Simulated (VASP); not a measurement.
Here is a VASP 6.6.1 calculation.

Contents of INCAR:

```
PREC = Accurate
ENCUT = 600
EDIFF = 1E-7
ISMEAR = 0
SIGMA = 0.2
LREAL = False
LASPH = True
NELM = 80
ALGO = Normal
ISIF = 3
LWAVE = False
LCHARG = False
GGA = PE
IBRION = 2
NSW = 36
EDIFFG = -0.08
```

The input KPOINTS:

```
regular mesh
0
Gamma
  5 5 1
```

POSCAR

```
Ge5Pt
1.0
    4.0500000000      0.0000000000      0.0000000000
   -2.0250000000      3.5074028900      0.0000000000
    0.0000000000      0.0000000000     17.0000000000
Ge Pt
10 2
Direct
    0.6666666700      0.3333333300      0.9765000000
    0.6666666700      0.3333333300      0.8324000000
    0.3333333300      0.6666666700      0.0235000000
    0.3333333300      0.6666666700      0.1676000000
    0.0000000000      0.0000000000      0.2147000000
    0.0000000000      0.0000000000      0.3588000000
    0.0000000000      0.0000000000      0.7853000000
    0.0000000000      0.0000000000      0.6412000000
    0.6666666700      0.3333333300      0.5471000000
    0.3333333300      0.6666666700      0.4529000000
    0.6666666700      0.3333333300      0.4059000000
    0.3333333300      0.6666666700      0.5941000000
```

Potentials or basis: VASP PAW PBE potentials, release 64 (Ge_d, Pt).

The run is started by

```console
$ cat potpaw_PBE.64/Ge_d/POTCAR potpaw_PBE.64/Pt/POTCAR > POTCAR
$ mpirun -np 1 vasp_std > vasp.out
```

Problem. Predict the band gap on the k mesh.

Solution. Zero (bands 80 and 81 overlap by 0.34 eV).

Problem. Predict the space group after relaxing (to 0.1 Å).

Solution. P-3m1 (No. 164).

Stress tensor (GPa, compression positive):
```
-0.07  0.00  0.00
 0.00 -0.07  0.00
 0.00  0.00  0.05
```

Caveat: the k points lie up to 0.36 Å⁻¹ apart in the final cell; spin-orbit coupling is left out, which moves the levels of the heavy elements.
